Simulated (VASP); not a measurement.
# Si (Imma) in VASP: a series of runs, part 2 of 2

VASP 6.6.1.

## (4) Single point, PBEsol (strained cell)

INCAR

```
PREC = Accurate
ENCUT = 520
EDIFF = 1E-6
ISMEAR = 0
SIGMA = 0.02
LREAL = F
LASPH = T
NELM = 100
ALGO = Normal
ISIF = 2
LWAVE = F
LCHARG = F
GGA = PS
NBANDS = 11
```

KPOINTS

```
Automatic mesh
0
Gamma
  10 10 10
```

POSCAR

```
Si
1.0
   -0.0146913919      2.7043535180      2.7249421506
    2.7043535180     -0.0146913919      2.7249421506
    2.6896621260      2.6896621260      0.0000000000
Si
2
Direct
   -0.0007394242     -0.0007394242      0.0007394242
    0.2507394242      0.2507394242      0.2492605758
```

Potentials or basis: VASP PAW PBE potentials, release 64 (Si).

Command:

```sh
cat potpaw_PBE.64/Si/POTCAR > POTCAR
mpirun -np 1 vasp_std > vasp.out
```

OUTCAR:

```text
PREC = Accurate
   ENCUT = 520
   EDIFF = 1E-6
   ISMEAR = 0
   LREAL = F
   LASPH = T
   NELM = 100
   ISIF = 2
   GGA = PS

 ion  position               nearest neighbor table
   1  0.999  0.999  0.001-   2 2.34   2 2.34   2 2.35   2 2.35
   2  0.251  0.251  0.249-   1 2.34   1 2.34   1 2.35   1 2.35

  LATTYP: Found a body centered orthorhombic cell.
 ALAT       =     3.8037566568
 B/A-ratio  =     1.0109243401
 C/A-ratio  =     1.4327636579

  Lattice vectors:

 A1 = (   0.0146913919,  -2.7043535180,  -2.7249421506)
 A2 = (  -0.0146913920,   2.7043535179,  -2.7249421506)
 A3 = (   2.7043535180,  -0.0146913919,   2.7249421506)

Analysis of symmetry for initial positions (statically):
=====================================================================
 Subroutine PRICEL returns:
 Original cell was already a primitive cell.

 Routine SETGRP: Setting up the symmetry group for a
 body centered orthorhombic supercell.

 Subroutine GETGRP returns: Found  8 space group operations
 (whereof  4 operations were pure point group operations)
 out of a pool of  8 trial point group operations.

The static configuration has the point symmetry C_2v.
 The point group associated with its full space group is D_2h.

Analysis of symmetry for dynamics (positions and initial velocities):
=====================================================================
 Subroutine PRICEL returns:
 Original cell was already a primitive cell.

 Routine SETGRP: Setting up the symmetry group for a
 body centered orthorhombic supercell.

 Subroutine GETGRP returns: Found  8 space group operations
 (whereof  4 operations were pure point group operations)
 out of a pool of  8 trial point group operations.

The dynamic configuration has the point symmetry C_2v.
 The point group associated with its full space group is D_2h.

 Subroutine INISYM returns: Found  8 space group operations
 (whereof  4 operations are pure point group operations),
 and found     1 'primitive' translations

[... 120 lines left out ...]
   LHFCALC =     F    Hartree Fock is set to
   AEXX    =    0.0000 exact exchange contribution
   IVDW    =     0    specifies the selected vdW correction
   LEPSILON=     F    determine dielectric tensor
   LRPA    =     F    only Hartree local field effects (RPA)
 non-spin polarized calculation
 Gauss-broadening in eV      SIGMA  =   0.02
  energy-cutoff  :      520.00
  volume of cell :       39.86
 maximum number of plane-waves:      1094
 NGX is ok and might be reduce to    30
   NGX = 15   NGY = 15   NGZ = 15

 number of electron       8.0000000 magnetization

 Free energy of the ion-electron system (eV)
  ---------------------------------------------------
  ext. energy  EPLUGINS =         0.00000000
  ---------------------------------------------------
  free energy    TOTEN  =       -11.49039612 eV

  energy without entropy =      -11.49039612  energy(sigma->0) =      -11.49039612

 E-fermi :   6.0201     XC(G=0):  -9.5715

 val. band max:        5.9094099776   @ k =   0.0000   0.0000   0.0000
 cond. band min:       6.2730590213   @ k =   0.4000   0.0000   0.4000
 fundamental gap:      0.3636490437
 Fermi energy:         6.0201129586

 k-point     1 :       0.0000    0.0000    0.0000
  band No.  band energies     occupation
      1      -6.1852      2.00000
      2       5.8003      2.00000
      3       5.8022      2.00000
      4       5.9094      2.00000
      5       8.2867      0.00000
      6       8.3600      0.00000
      7       8.4098      0.00000
      8       9.2279      0.00000
      9      13.4575      0.00000
     10      13.5676      0.00000
     11      13.5994      0.00000
[... 309 lines left out ...]
 k-point    24 :       0.4000    0.3000    0.0000
  band No.  band energies     occupation
      1      -4.0237      2.00000
      2       0.3667      2.00000
      3       2.9063      2.00000
      4       3.4787      2.00000
      5       6.8527      0.00000
      6       7.9438      0.00000
      7      12.7599      0.00000
      8      12.9032      0.00000
      9      16.3205      0.00000
     10      16.5784      0.00000
     11      17.9075      0.00000

 [... further k-points ...]

------------------------ aborting loop because EDIFF is reached ----------------------------------------

  FORCE on cell =-STRESS in cart. coord.  units (eV):
  Direction    XX          YY          ZZ          XY          YZ          ZX
  --------------------------------------------------------------------------------------
  -------------------------------------------------------------------------------------
  Total        0.2358631      0.2358631      0.0537683      0.2033236      0.0000000      0.0000000
  in kB        9.4813284      9.4813284      2.1614029      8.1732913      0.0000000      0.0000000
  external PRESSURE =       7.0413532 kB  Pullay stress =       0.0000000 kB

 VOLUME and BASIS-vectors are now :
 -----------------------------------------------------------------------------
  energy-cutoff  :      520.00
  volume of cell :       39.86
      direct lattice vectors                 reciprocal lattice vectors
    -0.014691392  2.704353518  2.724942151    -0.183888099  0.183888099  0.183490134
     2.704353518 -0.014691392  2.724942151     0.183888099 -0.183888099  0.183490134
     2.689662126  2.689662126  0.000000000     0.185896955  0.185896955 -0.183490134

 POSITION                                       TOTAL-FORCE (eV/Angst)
 -----------------------------------------------------------------------------------
      2.68966      2.68966      5.44585        -0.000000     -0.000000     -0.000497
      1.34483      1.34483      1.36650         0.000000      0.000000      0.000497
 -----------------------------------------------------------------------------------
    total drift:                               -0.000000      0.000000     -0.000000

  FREE ENERGIE OF THE ION-ELECTRON SYSTEM (eV)
  ---------------------------------------------------
  free  energy   TOTEN  =       -11.4903961212 eV

  energy  without entropy=      -11.4903961212  energy(sigma->0) =      -11.49039612
```

OSZICAR:

```text
N       E                     dE             d eps       ncg     rms          rms(c)
DAV:   1     0.567602808084E+01    0.56760E+01   -0.32417E+03  3778   0.564E+02
DAV:   2    -0.111775056835E+02   -0.16854E+02   -0.16062E+02  4871   0.832E+01
DAV:   3    -0.117130018019E+02   -0.53550E+00   -0.53398E+00  4801   0.125E+01
DAV:   4    -0.117168382957E+02   -0.38365E-02   -0.38361E-02  4495   0.134E+00
DAV:   5    -0.117168746665E+02   -0.36371E-04   -0.36370E-04  4757   0.122E-01    0.500E+00
DAV:   6    -0.115605612477E+02    0.15631E+00   -0.85022E-02  4275   0.117E+00    0.299E+00
DAV:   7    -0.114897464708E+02    0.70815E-01   -0.15076E-01  4315   0.164E+00    0.187E-01
DAV:   8    -0.114903219313E+02   -0.57546E-03   -0.60288E-03  4359   0.433E-01    0.830E-02
DAV:   9    -0.114903851551E+02   -0.63224E-04   -0.99067E-05  4799   0.653E-02    0.570E-02
DAV:  10    -0.114903962762E+02   -0.11121E-04   -0.10957E-05  4389   0.180E-02    0.542E-03
DAV:  11    -0.114903961212E+02    0.15499E-06   -0.93069E-07  4461   0.477E-03
   1 F= -.11490396E+02 E0= -.11490396E+02  d E =-.557950E-18
```

Wall time 35 s (1 thread of Intel Xeon 6975P-C (Granite Rapids), shared host); peak memory 0.18 GiB.

What came out:

```
Free energy            : -11.4904 eV
Pressure               : 0.7 GPa
Band gap on the k mesh : 0.36 eV, indirect (least direct gap 2.38 eV)
```

Stress tensor (GPa, compression positive):
```
0.95 0.82 0.00
0.82 0.95 0.00
0.00 0.00 0.22
```

Caveat: the cell differs from its parent crystal (strained cell); the PAW data sets were made with another functional, which shifts forces and pressure a little.

## (5) Relaxation of the atoms, PBEsol (strained cell)

INCAR

```
ALGO = Normal
EDIFF = 1E-6
EDIFFG = -0.002
ENCUT = 520
GGA = PS
IBRION = 2
ISIF = 2
ISMEAR = 0
LASPH = T
LCHARG = F
LREAL = F
LWAVE = F
NELM = 100
NSW = 60
PREC = Accurate
SIGMA = 0.02
```

KPOINTS

```
k-points
0
Gamma
  10 10 10
```

POSCAR

```
Si
1.0
   -0.0146913919      2.7043535180      2.7249421506
    2.7043535180     -0.0146913919      2.7249421506
    2.6896621260      2.6896621260      0.0000000000
Si
2
Direct
   -0.0008532342     -0.0008532342      0.0008532342
    0.2508532342      0.2508532342      0.2491467658
```

Command:

```sh
cat potpaw_PBE.64/Si/POTCAR > POTCAR
mpirun -np 1 vasp_std > vasp.out
```

Wall time 36 s (1 thread of Intel Xeon 6975P-C (Granite Rapids), shared host); peak memory 0.18 GiB.

The run converged. Its results:

```
Free energy               : -11.4904 eV
Energy gained by relaxing : 0.0 meV/atom
Ionic steps               : 3
Pressure after relaxing   : 0.7 GPa
Band gap on the k mesh    : 0.36 eV, indirect (least direct gap 2.38 eV)
```

Stress tensor (GPa, compression positive):
```
0.94 0.82 0.00
0.82 0.94 0.00
0.00 0.00 0.21
```

Final structure:
```
Si
1.0
    -0.01469    2.70435    2.72494
     2.70435   -0.01469    2.72494
     2.68966    2.68966    0.00000
Si
2
Direct
  0.99926 0.99926 0.00074
  0.25074 0.25074 0.24926
```

Levels at points of the mesh, in eV from the valence-band top:
| k point | band 1 | band 2 | band 3 | band 4 | band 5 | band 6 | band 7 | band 8 |
| --- | --- | --- | --- | --- | --- | --- | --- | --- |
| (0.00, 0.00, 0.00) | -12.09 | -0.11 | -0.11 | 0.00 | 2.38 | 2.45 | 2.50 | 3.32 |
| (0.50, 0.00, 0.00) | -9.76 | -7.12 | -1.31 | -1.19 | 1.46 | 3.18 | 3.28 | 7.49 |
| (0.50, 0.50, 0.00) | -7.97 | -7.93 | -2.99 | -2.85 | 0.47 | 0.63 | 10.01 | 10.07 |
| (0.00, 0.00, 0.50) | -9.71 | -7.10 | -1.33 | -1.29 | 1.35 | 3.17 | 3.18 | 7.41 |
| (0.50, 0.00, 0.50) | -7.90 | -7.90 | -2.98 | -2.98 | 0.49 | 0.49 | 10.01 | 10.01 |

Caveat: the cell differs from its parent crystal (strained cell); the PAW data sets were made with another functional, which shifts forces and pressure a little. A k mesh can miss the band edges.

## (6) Overview

```csv
task,cell,gap on the mesh (eV),pressure (GPa)
single point,"a = 3.840, b = 3.840, c = 3.804 Å, angles 60.3, 60.3, 60.1°, 2 atoms",0.36,0.6
relaxation of the atoms,"atoms relaxed from a = 3.840, b = 3.840, c = 3.804 Å, angles 60.3, 60.3, 60.1°, 2 atoms",0.36,0.6
single point,"a = 3.839, b = 3.839, c = 3.804 Å, angles 60.3, 60.3, 60.1°, 2 atoms",0.36,0.7
relaxation of the atoms,"atoms relaxed from a = 3.839, b = 3.839, c = 3.804 Å, angles 60.3, 60.3, 60.1°, 2 atoms",0.36,0.7
```

Alike in all rows: level PBEsol; potentials or basis VASP PAW PBE potentials, release 64 (Si); no spin polarisation; k mesh 10 × 10 × 10; cutoff (eV) 520; smearing gaussian 0.02 eV.

Caveats: the PAW data sets were made with another functional, which shifts forces and pressure a little; the relaxation stopped at its first step, so nothing moved (some runs).

Absolute energies hang on the potentials; compare differences alone.
